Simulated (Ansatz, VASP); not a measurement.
Pd: VASP beside Ansatz

```
Pd
1.0
     2.80667    0.00000    0.00000
    -1.40333    2.43065    0.00000
     0.00000    0.00000    9.25037
Pd
4
Cartesian
  0.0000 0.0000 0.0000
  0.0000 0.0000 4.6252
  0.0000 1.6204 2.3126
  1.4033 0.8102 6.9378
```

Alike in both runs: task single point; functional PBEsol; k mesh 15 × 15 × 4; occupations fermi-dirac, width 0.1 eV; no spin polarisation.

|  | VASP | Ansatz |
| --- | --- | --- |
| version | VASP 6.6.1 | Ansatz 0.2.0 |
| potentials or method | VASP PAW PBE potentials, release 64 (Pd), cutoff 520 eV | plane waves (420 eV) with PAW, scalar-relativistic |
| valence electrons in the cell | 40 | 72 |

Ansatz gave:

* pressure (GPa): -12.6
* traceless stress, the component that is largest in VASP (GPa): -0.04

Q: Which values does VASP return?

A: Pressure (GPa): -12.8; traceless stress, the component that is largest in VASP (GPa): -0.05.

VASP's potentials were made for PBE, not for PBEsol, and Ansatz warns of the same on its side. VASP's potentials hold 40 valence electrons a cell and Ansatz's 72, so a difference there can come from the potentials and not from the codes.
